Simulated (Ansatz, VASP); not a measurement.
**Re: VASP beside Ansatz**

Contents of POSCAR:

```
Re
1.0
    2.6496832329      0.0000000000      0.0000000000
   -1.3248416165      2.2946929917      0.0000000000
    0.0000000000      0.0000000000      2.4757977708
Re
1
Direct
    0.0000000000      0.0000000000      0.0000000000
```

The input INCAR.step1:

```
PREC = Accurate
ENCUT = 610
ISMEAR = 0
SIGMA = 0.1
LREAL = False
LASPH = True
NELM = 120
NBANDS = 14
GGA = PE
ALGO = Normal
EDIFF = 1E-5
LWAVE = True
LCHARG = False
GGA_COMPAT = False
```

The input INCAR.step2:

```
PREC = Accurate
ENCUT = 610
EDIFF = 1E-6
ISMEAR = 0
SIGMA = 0.1
LREAL = False
LASPH = True
NELM = 120
ALGO = Normal
ISIF = 2
LWAVE = False
LCHARG = True
METAGGA = R2SCAN
LMIXTAU = True
LELF = True
LVHAR = True
NBANDS = 14
ISTART = 1
GGA_COMPAT = False
```

Contents of KPOINTS:

```
regular mesh
0
Gamma
  9 9 8
```

Input for Ansatz:

```yaml
crystal:
  lattice:
    - [2.6496832329, 0.0, 0.0]
    - [-1.3248416165, 2.2946929917, 0.0]
    - [0.0, 0.0, 2.4757977708]
  atoms:
    - { symbol: Re, position: [0.0, 0.0, 0.0] }
basis:
  ecutwfc: 500
kpoints:
  mp_grid: { grid: [9, 9, 8] }
hamiltonian:
  xc: r2scan
scf:
  occupations: { method: gaussian, width: 0.1 }
  lower_state_search: "off"
output:
  forces: true
  stress: true
  eigenvalues: true
```

Alike in both runs: task single point; functional r2SCAN; k mesh 9 × 9 × 8; occupations gaussian, width 0.1 eV; no spin polarisation.

```csv
,VASP,Ansatz
version,VASP 6.6.1,Ansatz 0.2.0
potentials or method,"VASP PAW PBE potentials, release 64 (Re_sv_GW), cutoff 610 eV","scalar-relativistic, plane waves, PAW"
valence electrons in the cell,15,15
```

|  | VASP | Ansatz | Ansatz less VASP |
| --- | --- | --- | --- |
| gap on the k mesh at the Fermi level (eV) | none | none | - |
| pressure (GPa) | 22.2 | 23.1 | +0.93 |
| traceless stress, the component that is largest in VASP (GPa) | -21.24 | -21.60 | -0.366 |

VASP's potentials were made for PBE, not for r2SCAN. A gap of «none» marks a metal or a gap that the smearing closes.

Spin-orbit coupling is off throughout.
